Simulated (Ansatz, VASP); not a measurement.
Two plane-wave programs on Mg

```
Mg
1.0
     3.16593    0.00000    0.00000
    -1.58296    2.74177    0.00000
     0.00000    0.00000    5.13988
Mg
2
Direct
  0.66667 0.33333 0.75000
  0.33333 0.66667 0.25000
```

Alike in both runs: task single point; functional PBEsol; dispersion D3(BJ); k mesh 10 × 10 × 5; occupations fermi-dirac, width 0.05 eV; no spin polarisation.

```csv
,VASP,Ansatz
version,VASP 6.6.1,Ansatz 0.2.0
potentials or method,"VASP PAW PBE potentials, release 64 (Mg)",Ansatz PAW
plane-wave cutoff (eV),520,420
valence electrons in the cell,4,20
```

VASP gave:

| Property | Result |
| --- | --- |
| gap on the k mesh at the Fermi level (eV) | none |
| pressure (GPa) | -1.7 |
| traceless stress, the component that is largest in VASP (GPa) | 0.72 |

Q: Estimate Ansatz's values.

A: gap on the k mesh at the Fermi level (eV): none; pressure (GPa): -1.6; traceless stress, the component that is largest in VASP (GPa): 0.73.

VASP's potentials were made for PBE, not for PBEsol. A gap of «none» marks a metal or a gap that the smearing closes. VASP's potentials hold 4 valence electrons a cell and Ansatz's 20, so a difference there can come from the potentials and not from the codes.
